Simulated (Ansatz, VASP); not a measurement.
# Two plane-wave programs on LiF

```
Li F
1.0
     3.19558    0.00000    0.00000
    -1.59779    2.76745    0.00000
     0.00000    0.00000    4.69047
Li F
2 2
Cartesian
  0.0000 1.8450 1.5960
  1.5978 0.9225 3.9413
  0.0000 1.8450 4.6620
  1.5978 0.9225 2.3168
```

Alike in both runs: task single point; functional PBE; k mesh 9 × 9 × 6; occupations gaussian, width 0.05 eV; no spin polarisation.

```csv
,VASP,Ansatz
version,VASP 6.6.1,Ansatz 0.2.0
potentials or method,"VASP PAW PBE potentials, release 64 (Li_sv, F), cutoff 520 eV","scalar-relativistic, plane waves, PAW"
valence electrons in the cell,20,20
```

VASP gave:

```
gap on the k mesh at the Fermi level (eV) : 7.61
least direct gap on the mesh (eV)         : 7.61
rms of the force components (eV/Å)        : 1.023
```

Task: Which values does Ansatz return?

Result: gap on the k mesh at the Fermi level (eV): 7.62; least direct gap on the mesh (eV): 7.62; rms of the force components (eV/Å): 0.961.

Atom by atom the forces differ by 0.062 eV/Å (rms over components).

Noted on VASP's run: the cutoff is under 1.25 times that of the potentials, so the pressure is a little rough.
